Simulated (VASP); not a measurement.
A run of VASP 6.6.1:

INCAR

```
  PREC = Accurate
  ENCUT = 600
  EDIFF = 1E-6
  ISMEAR = 0
  SIGMA = 0.1
  LREAL = False
  LASPH = True
  NELM = 100
  ALGO = Fast
  ISIF = 3
  LWAVE = False
  LCHARG = False
  GGA = PE
  IBRION = 2
  NSW = 90
  EDIFFG = -0.04
```

The input KPOINTS:

```
regular mesh
0
Gamma
  6 6 6
```

POSCAR

```
CdGa2
1.0
    0.0000000000      3.0681489794      3.0681489794
    3.0681489794      0.0000000000      3.0681489794
    3.0681489794      3.0681489794      0.0000000000
Cd Ga
1 2
Direct
    0.0000000000      0.0000000000      0.0000000000
    0.2500000000      0.2500000000      0.2500000000
    0.7500000000      0.7500000000      0.7500000000
```

Potentials or basis: VASP PAW PBE potentials, release 64 (Cd, Ga_d).

Command:

```bash
$ cat potpaw_PBE.64/Cd/POTCAR potpaw_PBE.64/Ga_d/POTCAR > POTCAR
$ mpirun -np 1 vasp_std > vasp.out
```

Hardware: 1 thread of Oxide Virtual Turin-like Processor (shared host).

Q: Estimate the wall time of this run.

A: Run time: 97 s on 1 thread of Oxide Virtual Turin-like Processor, on a shared host, peak memory 0.19 GiB. Counts: scf iterations 33, k points 16, ion steps 3.
